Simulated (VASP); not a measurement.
# PtSe (F-43m) in VASP: settings compared

PtSe is run at these levels: r2SCAN+D3(BJ), r2SCAN; tasks: single point, relaxation of cell and atoms.

Everything below comes from runs of VASP 6.6.1. Logs are shortened: lines on timing, memory, paths and dates and some standing lists are left out, and cuts for length are marked.

**1. The cell of the first run**

The structure is cubic, space group F-43m (No. 216). The conventional cell has a = 6.075 Å, b = 6.075 Å, c = 6.075 Å, α = 90.00°, β = 90.00°, γ = 90.00°. Pt (site symmetry -43m) has 4 Se at 2.63 Å within 3.5 Å. Se (site symmetry -43m) has 4 Pt at 2.63 Å within 3.5 Å.

**2. Single point, r2SCAN+D3(BJ)**

Contents of POSCAR:

```
PtSe
1.0
    0.0000000000      3.0374472300      3.0374472300
    3.0374472300      0.0000000000      3.0374472300
    3.0374472300      3.0374472300      0.0000000000
Pt Se
1 1
Direct
    0.0000000000      0.0000000000      0.0000000000
    0.2500000000      0.2500000000      0.2500000000
```

Contents of INCAR.step1:

```
PREC = Accurate
ENCUT = 520
ISMEAR = -1
SIGMA = 0.05
LREAL = False
LASPH = True
NELM = 80
NBANDS = 15
GGA = PE
ALGO = Normal
EDIFF = 1E-4
LWAVE = True
LCHARG = False
```

Contents of INCAR.step2:

```
PREC = Accurate
ENCUT = 520
EDIFF = 1E-7
ISMEAR = -1
SIGMA = 0.05
LREAL = False
LASPH = True
NELM = 80
ALGO = Normal
ISIF = 2
LWAVE = False
LCHARG = False
METAGGA = R2SCAN
LMIXTAU = True
IVDW = 12
VDW_S6 = 1.0
VDW_S8 = 0.78981345
VDW_A1 = 0.49484001
VDW_A2 = 5.73083694
NBANDS = 15
ISTART = 1
```

Contents of KPOINTS:

```
regular mesh
0
Gamma
  8 8 8
```

Potentials or basis: VASP PAW PBE potentials, release 64 (Pt, Se).

Launch:

```bash
$ cat potpaw_PBE.64/Pt/POTCAR potpaw_PBE.64/Se/POTCAR > POTCAR
$ cp INCAR.step1 INCAR
$ mpirun -np 1 vasp_std > vasp.out
$ cp INCAR.step2 INCAR
$ mpirun -np 1 vasp_std > vasp.out
```

OUTCAR:

```text
PREC = Accurate
   ENCUT = 520
   EDIFF = 1E-7
   ISMEAR = -1
   LREAL = False
   LASPH = True
   NELM = 80
   ISIF = 2
   METAGGA = R2SCAN
   IVDW = 12
   ISTART = 1
 IVDW          = 12

 ion  position               nearest neighbor table
   1  0.000  0.000  0.000-   2 2.63   2 2.63   2 2.63   2 2.63
   2  0.250  0.250  0.250-   1 2.63   1 2.63   1 2.63   1 2.63

  LATTYP: Found a face centered cubic cell.
 ALAT       =     6.0748944600

  Lattice vectors:

 A1 = (   0.0000000000,   3.0374472300,   3.0374472300)
 A2 = (   3.0374472300,   0.0000000000,   3.0374472300)
 A3 = (   3.0374472300,   3.0374472300,   0.0000000000)

Analysis of symmetry for initial positions (statically):
=====================================================================
 Subroutine PRICEL returns:
 Original cell was already a primitive cell.

 Routine SETGRP: Setting up the symmetry group for a
 face centered cubic supercell.

 Subroutine GETGRP returns: Found 24 space group operations
 (whereof 24 operations were pure point group operations)
 out of a pool of 48 trial point group operations.

The static configuration has the point symmetry T_d .

Analysis of symmetry for dynamics (positions and initial velocities):
=====================================================================
 Subroutine PRICEL returns:
 Original cell was already a primitive cell.

 Routine SETGRP: Setting up the symmetry group for a
 face centered cubic supercell.

 Subroutine GETGRP returns: Found 24 space group operations
 (whereof 24 operations were pure point group operations)
 out of a pool of 48 trial point group operations.

The dynamic configuration has the point symmetry T_d .

 Subroutine INISYM returns: Found 24 space group operations
 (whereof 24 operations are pure point group operations),
 and found     1 'primitive' translations

----------------------------------------------------------------------------------------

                                     Primitive cell

  volume of cell :      56.0475

  direct lattice vectors                    reciprocal lattice vectors
     0.000000000  3.037447230  3.037447230    -0.164611913  0.164611913  0.164611913
     3.037447230  0.000000000  3.037447230     0.164611913 -0.164611913  0.164611913
     3.037447230  3.037447230  0.000000000     0.164611913  0.164611913 -0.164611913

  length of vectors
     4.295599068  4.295599068  4.295599068     0.285116197  0.285116197  0.285116197

  position of ions in fractional coordinates (direct lattice)
     0.000000000  0.000000000  0.000000000
     0.250000000  0.250000000  0.250000000

  ion indices of the primitive-cell ions
   primitive index   ion index
                 1           1
                 2           2

----------------------------------------------------------------------------------------

 KPOINTS: regular mesh

Automatic generation of k-mesh.
 Grid dimensions read from file:
 generate k-points for:    8    8    8

 Generating k-lattice:

  Cartesian coordinates                     Fractional coordinates (reciprocal lattice)
    -0.020576489  0.020576489  0.020576489     0.125000000  0.000000000  0.000000000
     0.020576489 -0.020576489  0.020576489     0.000000000  0.125000000  0.000000000
     0.020576489  0.020576489 -0.020576489     0.000000000  0.000000000  0.125000000

  Length of vectors
     0.035639525  0.035639525  0.035639525

  Shift w.r.t. Gamma in fractional coordinates (k-lattice)
     0.000000000  0.000000000  0.000000000

 Subroutine IBZKPT returns following result:
 ===========================================

 Found     29 irreducible k-points:

 Following reciprocal coordinates:
            Coordinates               Weight
  0.000000  0.000000  0.000000      1.000000
  0.125000  0.000000  0.000000      8.000000
  0.250000  0.000000  0.000000      8.000000
  0.375000  0.000000  0.000000      8.000000
  0.500000  0.000000  0.000000      4.000000
  0.125000  0.125000  0.000000      6.000000
[... 16 lines left out ...]
  0.500000  0.250000  0.125000     48.000000
 -0.375000  0.250000  0.125000     24.000000
 [... further k-points ...]
   k-points           NKPTS =     29   k-points in BZ     NKDIM =     29   number of bands    NBANDS=     15
   number of dos      NEDOS =    301   number of ions     NIONS =      2
   total plane-waves  NPLWV =  32768
   dimension x,y,z NGX =    32 NGY =   32 NGZ =   32
   dimension x,y,z NGXF=    64 NGYF=   64 NGZF=   64
   ions per type =               1   1
   NGX,Y,Z   is equivalent  to a cutoff of  12.38, 12.38, 12.38 a.u.
   NGXF,Y,Z  is equivalent  to a cutoff of  24.77, 24.77, 24.77 a.u.
 SYSTEM =  unknown system
   PREC   = accura    normal or accurate (medium, high low for compatibility)
   ISTART =      1    job   : 0-new  1-cont  2-samecut
   ICHARG =      0    charge: 1-file 2-atom 10-const
   ISPIN  =      1    spin polarized calculation?
   LNONCOLLINEAR =      F non collinear calculations
   LSORBIT =      F    spin-orbit coupling
   LASPH  =      T    aspherical Exc in radial PAW
   ENCUT  =  520.0 eV  38.22 Ry    6.18 a.u.   7.99  7.99  7.99*2*pi/ulx,y,z
   NELM   =     80;   NELMIN=  2; NELMDL=  0     # of ELM steps
   EDIFF  = 0.1E-06   stopping-criterion for ELM
   LREAL  =      F    real-space projection
   EDIFFG = 0.1E-05   stopping-criterion for IOM
   NSW    =      0    number of steps for IOM
   IBRION =     -1    ionic relax: 0-MD 1-quasi-New 2-CG
   NFREE  =      0    steps in history (QN), initial steepest desc. (CG)
   ISIF   =      2    stress and relaxation
   ISYM   =      2    0-nonsym 1-usesym 2-fastsym
   POTIM  = 0.5000    time-step for ionic-motion
   TEBEG  =    0.0;   TEEND  =   0.0 temperature during run
   PSTRESS=    0.0 pullay stress
   NELECT =      16.0000    total number of electrons
   NUPDOWN=      -1.0000    fix difference up-down
   EMIN   =  10.00;   EMAX   =-10.00  energy-range for DOS
   EFERMI =   0.00;   METHOD = LEGACY
   ISMEAR =    -1;   SIGMA  =   0.05  broadening in eV -4-tet -1-fermi 0-gaus
   EFERMI_NEDOS =   21; number of points for ismear=-14 and -15
   IALGO  =     38    algorithm
   IMIX   =      4    mixing-type and parameters
     AMIX     =   0.40;   BMIX     =  1.00
     AMIX_MAG =   1.60;   BMIX_MAG =  1.00
  volume/ion in A,a.u.               =      28.02       189.11
  Fermi-wavevector in a.u.,A,eV,Ry     =   1.077944  2.037018 15.809462  1.161963
  Thomas-Fermi vector in A             =   2.213869
   LORBIT       =      0    0 simple, 1 ext, 2 COOP (PROOUT), +10 PAW based schemes
   METAGGA = R2SCAN    functional components
   LHFCALC =     F    Hartree Fock is set to
   AEXX    =    0.0000 exact exchange contribution
   IVDW    =    12    specifies the selected vdW correction
   LEPSILON=     F    determine dielectric tensor
   LRPA    =     F    only Hartree local field effects (RPA)
 non-spin polarized calculation
  energy-cutoff  :      520.00
  volume of cell :       56.05
 maximum number of plane-waves:      1540
   NGX = 15   NGY = 15   NGZ = 15

 number of electron      16.0000002 magnetization

 Free energy of the ion-electron system (eV)
  ---------------------------------------------------
  ext. energy  EPLUGINS =         0.00000000
  ---------------------------------------------------
  free energy    TOTEN  =       -65.19178721 eV

  energy without entropy =      -65.17020012  energy(sigma->0) =      -65.18099366

 E-fermi :   2.7689     XC(G=0):  -9.7338

 val. band max:        2.7634506364   @ k =  -0.2500   0.3750   0.1250
 cond. band min:       2.8931218837   @ k =  -0.3750   0.2500   0.1250
 fundamental gap:      0.1296712472
 Fermi energy:         2.7688740547

 k-point     1 :       0.0000    0.0000    0.0000
  band No.  band energies     occupation
      1     -11.4014      2.00000
      2      -1.7811      2.00000
      3      -1.7811      2.00000
      4      -1.7811      2.00000
      5       0.5309      2.00000
      6       0.5309      2.00000
      7       3.3780      0.00001
      8       4.5146      0.00000
      9       4.5146      0.00000
     10       4.5146      0.00000
     11       9.7266      0.00000
     12       9.7266      0.00000
     13       9.7266      0.00000
     14      13.1571      0.00000
     15      15.6972      0.00000

 k-point     2 :       0.1250    0.0000    0.0000
  band No.  band energies     occupation
      1     -11.3391      2.00000
      2      -1.8971      2.00000
      3      -1.7361      2.00000
      4      -1.7361      2.00000
      5       0.5212      2.00000
      6       0.5212      2.00000
      7       3.0829      0.00374
      8       4.3463      0.00000
      9       4.3463      0.00000
     10       4.6948      0.00000
     11       9.2814      0.00000
     12       9.9464      0.00000
     13       9.9464      0.00000
     14      14.0529      0.00000
     15      14.7497      0.00000

 k-point     3 :       0.2500    0.0000    0.0000
  band No.  band energies     occupation
      1     -11.1841      2.00000
      2      -2.1111      2.00000
      3      -1.6323      2.00000
      4      -1.6323      2.00000
      5       0.5288      2.00000
      6       0.5288      2.00000
      7       2.1943      1.99998
      8       3.9358      0.00000
      9       3.9358      0.00000
     10       5.1497      0.00000
     11       9.2107      0.00000
     12      10.3683      0.00000
     13      10.3683      0.00000
     14      13.7271      0.00000
     15      14.4144      0.00000
[... 343 lines left out ...]
 k-point    23 :       0.5000    0.2500    0.1250
  band No.  band energies     occupation
      1     -10.9337      2.00000
      2      -2.2282      2.00000
      3      -1.5718      2.00000
      4      -1.3435      2.00000
      5       0.4749      2.00000
      6       0.6360      2.00000
      7       1.2909      2.00000
      8       2.2938      1.99985
      9       3.1284      0.00151
     10       6.8055      0.00000
     11       9.2162      0.00000
     12       9.8985      0.00000
     13      11.6996      0.00000
     14      13.7672      0.00000
     15      15.7186      0.00000

 k-point    24 :      -0.3750    0.2500    0.1250
  band No.  band energies     occupation
      1     -10.8776      2.00000
      2      -2.1388      2.00000
      3      -1.6453      2.00000
      4      -1.2888      2.00000
      5       0.4484      2.00000
      6       0.6266      2.00000
      7       1.0316      2.00000
      8       2.2250      1.99996
      9       2.8931      0.15384
     10       6.8945      0.00000
     11       9.4236      0.00000
     12      10.2879      0.00000
     13      11.8332      0.00000
     14      13.7195      0.00000
     15      15.2821      0.00000

 [... further k-points ...]

------------------------ aborting loop because EDIFF is reached ----------------------------------------

 Edisp (eV)   -0.34760

 E8    (eV) :    -0.1197

  FORCE on cell =-STRESS in cart. coord.  units (eV):
  Direction    XX          YY          ZZ          XY          YZ          ZX
  --------------------------------------------------------------------------------------
  -------------------------------------------------------------------------------------
  Total      -5.07261    -5.07261    -5.07261    -0.00000    -0.00000     0.00000
  in kB    -145.00585  -145.00585  -145.00585    -0.00000    -0.00000     0.00000
  external pressure =     -145.01 kB  Pullay stress =        0.00 kB

 VOLUME and BASIS-vectors are now :
 -----------------------------------------------------------------------------
  energy-cutoff  :      520.00
  volume of cell :       56.05
      direct lattice vectors                 reciprocal lattice vectors
     0.000000000  3.037447230  3.037447230    -0.164611913  0.164611913  0.164611913
     3.037447230  0.000000000  3.037447230     0.164611913 -0.164611913  0.164611913
     3.037447230  3.037447230  0.000000000     0.164611913  0.164611913 -0.164611913

 POSITION                                       TOTAL-FORCE (eV/Angst)
 -----------------------------------------------------------------------------------
      0.00000      0.00000      0.00000        -0.000000     -0.000000     -0.000000
      1.51872      1.51872      1.51872         0.000000      0.000000      0.000000
 -----------------------------------------------------------------------------------
    total drift:                               -0.000000     -0.000000     -0.000000

  FREE ENERGIE OF THE ION-ELECTRON SYSTEM (eV)
  ---------------------------------------------------
  free  energy   TOTEN  =       -65.5393896231 eV

  energy  without entropy=      -65.5178025302  energy(sigma->0) =      -65.52859608
```

Wall time 43 s (1 thread of Intel Xeon 6975P-C (Granite Rapids), shared host); peak memory 0.2 GiB.

Results:

```
Free energy                : -65.5394 eV
Pressure                   : -14.5 GPa
Band gap on the k mesh     : zero (band 8 reaches 4.51 eV, above the bottom of band 9 at 1.84 eV)
Dispersion energy per atom : -0.174 eV
```

Levels at points of the mesh, in eV from the Fermi level:
```
           k point  band 6  band 7  band 8  band 9  band 10  band 11
(0.00, 0.00, 0.00)   -2.24    0.61    1.75    1.75     1.75     6.96
(0.50, 0.00, 0.00)   -2.12   -1.91    0.53    0.53     2.71     7.86
(0.50, 0.50, 0.00)   -1.96   -1.95   -0.93   -0.93     4.55     4.72
```

Caveat: three body term missing; the PAW data sets were made with another functional, which shifts forces and pressure a little; spin-orbit coupling is left out, which moves the levels of the heavy elements; pairwise dispersion overbinds metals, which lowers pressure and volume.

**3. Relaxation of cell and atoms, r2SCAN**

POSCAR is that of step 2.

Contents of INCAR.step1:

```
ALGO = Normal ; EDIFF = 1E-4
ENCUT = 600 ; GGA = PE
ISMEAR = -1 ; LASPH = True
LCHARG = False ; LREAL = False
LWAVE = True ; NELM = 60
PREC = Accurate ; SIGMA = 0.05
```

Contents of INCAR.step2:

```
ALGO = Normal ; EDIFF = 1E-7
EDIFFG = -0.01 ; ENCUT = 600
IBRION = 2 ; ISIF = 3
ISMEAR = -1 ; ISTART = 1
LASPH = True ; LCHARG = False
LMIXTAU = True ; LREAL = False
LWAVE = False ; METAGGA = R2SCAN
NELM = 60 ; NSW = 60
PREC = Accurate ; SIGMA = 0.05
```

Contents of KPOINTS:

```
k-points
0
Gamma
  8 8 8
```

Potentials or basis: VASP PAW PBE potentials, release 64 (Pt, Se).

Launch:

```bash
$ cat potpaw_PBE.64/Pt/POTCAR potpaw_PBE.64/Se/POTCAR > POTCAR
$ cp INCAR.step1 INCAR
$ mpirun -np 1 vasp_std > vasp.out
$ cp INCAR.step2 INCAR
$ mpirun -np 1 vasp_std > vasp.out
```

Run time: 3.6 min. Hardware: 1 thread of Intel Xeon 6975P-C (Granite Rapids), shared host; peak memory 0.25 GiB.

It converged, with:

```
Free energy                            : -65.7808 eV
Relaxed volume                         : 22.46 Å³/atom
Relaxed cell                           : a = 3.990 Å, b = 3.990 Å, c = 3.990 Å, α = 60.00°, β = 60.00°, γ = 60.00°
Space group after relaxing (to 0.05 Å) : F-43m (No. 216)
Energy gained by relaxing              : 294.6 meV/atom
Ionic steps                            : 4
Pressure after relaxing                : 0.0 GPa
Band gap on the k mesh                 : zero (band 8 reaches 7.72 eV, above the bottom of band 9 at 3.81 eV)
```

The path:
```csv
step,energy change (eV),largest force (eV/Å),pressure (GPa),volume (Å³)
1,0.0000,0.0000,-13.49,56.05
2,-0.2399,0.0000,21.89,39.01
3,-0.5889,0.0000,-0.47,45.13
4,-0.5892,0.0000,0.01,44.92
```

Final structure:
```
CELL_PARAMETERS angstrom
0.00000 2.82149 2.82149
2.82149 0.00000 2.82149
2.82149 2.82149 0.00000
ATOMIC_POSITIONS crystal
Pt 0.00000 0.00000 0.00000
Se 0.25000 0.25000 0.25000
```

Levels at points of the mesh, in eV from the Fermi level:
| k point | band 6 | band 7 | band 8 | band 9 | band 10 | band 11 |
| --- | --- | --- | --- | --- | --- | --- |
| (0.00, 0.00, 0.00) | -3.12 | 1.14 | 2.50 | 2.50 | 2.50 | 7.08 |
| (0.50, 0.00, 0.00) | -2.93 | -2.63 | 0.66 | 0.66 | 3.18 | 8.33 |
| (0.50, 0.50, 0.00) | -2.69 | -2.65 | -1.41 | -1.41 | 4.92 | 5.49 |

Caveat: the volume moved by over 15 % at a fixed basis, so the end points are rough; the PAW data sets were made with another functional, which shifts forces and pressure a little; spin-orbit coupling is left out, which moves the levels of the heavy elements.

(Continued in part 2 of 2.)
